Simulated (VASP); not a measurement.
# TaSi3 (I4/mmm) in VASP: notebook, part 2 of 2

VASP 6.6.1.

**3. Single point, PBE**

This run uses another cell than the first one, of 14.71 Å³/atom, 0.955 times its volume.

INCAR reads:

```
SYSTEM = TaSi3
PREC = Accurate
ENCUT = 520
EDIFF = 1E-6
ISMEAR = 0
SIGMA = 0.1
LREAL = .FALSE.
LASPH = .TRUE.
NELM = 100
ALGO = Normal
ISIF = 2
LWAVE = .FALSE.
LCHARG = .FALSE.
GGA = PE
NBANDS = 20
```

KPOINTS reads:

```
regular mesh
0
G
  18 18 18
  0 0 0
```

POSCAR reads:

```
TaSi3
1.0
   -1.8733088698      1.8733088698      4.1918622084
    1.8733088698     -1.8733088698      4.1918622084
    1.8733088698      1.8733088698     -4.1918622084
Ta Si
1 3
Direct
    0.0000000000      0.0000000000      0.0000000000
    0.5000000000      0.5000000000      0.0000000000
    0.2500000000      0.7500000000      0.5000000000
    0.7500000000      0.2500000000      0.5000000000
```

Potentials or basis: VASP PAW PBE potentials, release 64 (Ta_pv, Si).

The run is started by

```console
$ cat potpaw_PBE.64/Ta_pv/POTCAR potpaw_PBE.64/Si/POTCAR > POTCAR
$ mpirun -np 1 vasp_std > vasp.out
```

OUTCAR:

```text
SYSTEM = TaSi3
   PREC = Accurate
   ENCUT = 520
   EDIFF = 1E-6
   ISMEAR = 0
   LREAL = .FALSE.
   LASPH = .TRUE.
   NELM = 100
   ISIF = 2
   GGA = PE

 ion  position               nearest neighbor table
   1  0.000  0.000  0.000-   2 2.65   2 2.65   2 2.65   2 2.65   4 2.81   3 2.81   4 2.81   3 2.81
                             4 2.81   4 2.81   3 2.81   3 2.81
   2  0.500  0.500  0.000-   1 2.65   1 2.65   1 2.65   1 2.65   4 2.81   3 2.81   4 2.81   3 2.81
                             3 2.81   3 2.81   4 2.81   4 2.81
   3  0.250  0.750  0.500-   4 2.65   4 2.65   4 2.65   4 2.65   2 2.81   1 2.81   2 2.81   1 2.81
                             1 2.81   1 2.81   2 2.81   2 2.81
   4  0.750  0.250  0.500-   3 2.65   3 2.65   3 2.65   3 2.65   2 2.81   1 2.81   2 2.81   1 2.81
                             2 2.81   2 2.81   1 2.81   1 2.81

  LATTYP: Found a body centered tetragonal cell.
 ALAT       =     3.7466177396
 C/A-ratio  =     2.2376780871

  Lattice vectors:

 A1 = (  -1.8733088698,   1.8733088698,   4.1918622084)
 A2 = (   1.8733088698,  -1.8733088698,   4.1918622084)
 A3 = (   1.8733088698,   1.8733088698,  -4.1918622084)

Analysis of symmetry for initial positions (statically):
=====================================================================
 Subroutine PRICEL returns:
 Original cell was already a primitive cell.

 Routine SETGRP: Setting up the symmetry group for a
 body centered tetragonal supercell.

 Subroutine GETGRP returns: Found 16 space group operations
 (whereof 16 operations were pure point group operations)
 out of a pool of 16 trial point group operations.

The static configuration has the point symmetry D_4h.

Analysis of symmetry for dynamics (positions and initial velocities):
=====================================================================
 Subroutine PRICEL returns:
 Original cell was already a primitive cell.

 Routine SETGRP: Setting up the symmetry group for a
 body centered tetragonal supercell.

 Subroutine GETGRP returns: Found 16 space group operations
 (whereof 16 operations were pure point group operations)
 out of a pool of 16 trial point group operations.

[... 121 lines left out ...]
   IALGO  =     38    algorithm
   IMIX   =      4    mixing-type and parameters
     AMIX     =   0.40;   BMIX     =  1.00
     AMIX_MAG =   1.60;   BMIX_MAG =  1.00
  volume/ion in A,a.u.               =      14.71        99.27
  Fermi-wavevector in a.u.,A,eV,Ry     =   1.196985  2.261974 19.494074  1.432774
  Thomas-Fermi vector in A             =   2.332912
   LORBIT       =      0    0 simple, 1 ext, 2 COOP (PROOUT), +10 PAW based schemes
   GGA     = PE    functional components
   LHFCALC =     F    Hartree Fock is set to
   AEXX    =    0.0000 exact exchange contribution
   IVDW    =     0    specifies the selected vdW correction
   LEPSILON=     F    determine dielectric tensor
   LRPA    =     F    only Hartree local field effects (RPA)
 non-spin polarized calculation
 Gauss-broadening in eV      SIGMA  =   0.10
  energy-cutoff  :      520.00
  volume of cell :       58.84
 maximum number of plane-waves:      1610
 NGX is ok and might be reduce to    40
   NGX = 19   NGY = 19   NGZ = 19

 number of electron      23.0000000 magnetization

 Free energy of the ion-electron system (eV)
  ---------------------------------------------------
  ext. energy  EPLUGINS =         0.00000000
  ---------------------------------------------------
  free energy    TOTEN  =       -27.58166549 eV

  energy without entropy =      -27.56852404  energy(sigma->0) =      -27.57509476

 E-fermi :   9.7807     XC(G=0): -11.7889

 val. band max:        9.7789072334   @ k =  -0.2778   0.3889   0.1667
 cond. band min:       9.7823393164   @ k =  -0.2778  -0.3333   0.0556
 fundamental gap:      0.0034320830
 Fermi energy:         9.7807061097

 k-point     1 :       0.0000    0.0000    0.0000
  band No.  band energies     occupation
      1     -25.1951      2.00000
      2     -25.1951      2.00000
      3     -25.1337      2.00000
      4      -4.1108      2.00000
      5       2.9683      2.00000
      6       4.3696      2.00000
[... 541 lines left out ...]
     19      15.3267      0.00000
     20      16.3481      0.00000

 [... further k-points ...]
[... 5 lines left out ...]
  --------------------------------------------------------------------------------------
  -------------------------------------------------------------------------------------
  Total        0.0187752      0.0187752      0.0124971      0.0000000      0.0000000      0.0000000
  in kB        0.5112219      0.5112219      0.3402782      0.0000000      0.0000000      0.0000000
  external PRESSURE =       0.4542407 kB  Pullay stress =       0.0000000 kB

 VOLUME and BASIS-vectors are now :
 -----------------------------------------------------------------------------
  energy-cutoff  :      520.00
  volume of cell :       58.84
      direct lattice vectors                 reciprocal lattice vectors
    -1.873308870  1.873308870  4.191862208     0.000000000  0.266907400  0.119278730
     1.873308870 -1.873308870  4.191862208     0.266907400  0.000000000  0.119278730
     1.873308870  1.873308870 -4.191862208     0.266907400  0.266907400  0.000000000

 POSITION                                       TOTAL-FORCE (eV/Angst)
 -----------------------------------------------------------------------------------
      0.00000      0.00000      0.00000        -0.000000      0.000000      0.000000
      0.00000      0.00000      4.19186        -0.000000      0.000000      0.000000
      1.87331     -0.00000      2.09593         0.000000     -0.000000     -0.000000
     -0.00000      1.87331      2.09593        -0.000000      0.000000      0.000000
 -----------------------------------------------------------------------------------
    total drift:                               -0.000000     -0.000000      0.000000

  FREE ENERGIE OF THE ION-ELECTRON SYSTEM (eV)
  ---------------------------------------------------
  free  energy   TOTEN  =       -27.5816654876 eV

  energy  without entropy=      -27.5685240358  energy(sigma->0) =      -27.57509476
```

OSZICAR:

```text
N       E                     dE             d eps       ncg     rms          rms(c)
DAV:   1     0.106635534958E+03    0.10664E+03   -0.10757E+04 19200   0.103E+03
DAV:   2    -0.245782312881E+02   -0.13121E+03   -0.12796E+03 23312   0.251E+02
DAV:   3    -0.285916714291E+02   -0.40134E+01   -0.39451E+01 25080   0.373E+01
DAV:   4    -0.286285891547E+02   -0.36918E-01   -0.36826E-01 23580   0.377E+00
DAV:   5    -0.286289506920E+02   -0.36154E-03   -0.36148E-03 23588   0.400E-01    0.169E+01
DAV:   6    -0.276963200814E+02    0.93263E+00   -0.41304E+00 22260   0.110E+01    0.735E+00
DAV:   7    -0.276105746087E+02    0.85745E-01   -0.40896E-01 21628   0.294E+00    0.420E+00
DAV:   8    -0.275820138023E+02    0.28561E-01   -0.63718E-02 23008   0.163E+00    0.339E-01
DAV:   9    -0.275817262634E+02    0.28754E-03   -0.18523E-03 23812   0.287E-01    0.198E-01
DAV:  10    -0.275816681195E+02    0.58144E-04   -0.25573E-04 23812   0.117E-01    0.488E-02
DAV:  11    -0.275816658411E+02    0.22783E-05   -0.38649E-05 23144   0.317E-02    0.160E-02
DAV:  12    -0.275816654876E+02    0.35355E-06   -0.32839E-06 19352   0.929E-03
   1 F= -.27581665E+02 E0= -.27575095E+02  d E =-.131415E-01
```

stdout:

```text
POSCAR found type information on POSCAR TaSi
 POSCAR found :  2 types and       4 ions
 scaLAPACK will be used
 LDA part: xc-table for (Slater+PW92), standard interpolation
 POSCAR, INCAR and KPOINTS ok, starting setup
 FFT: planning ... GRIDC
 FFT: planning ... GRID_SOFT
 FFT: planning ... GRID
 WAVECAR not read
 entering main loop
```

It took 4.3 min on 1 thread of Intel Xeon 6975P-C (Granite Rapids), shared host; peak memory 0.63 GiB.

Results:

```
Free energy : -27.5817 eV
Pressure    : 0.0 GPa
```

Caveat: spin-orbit coupling is left out, which moves the levels of the heavy elements.
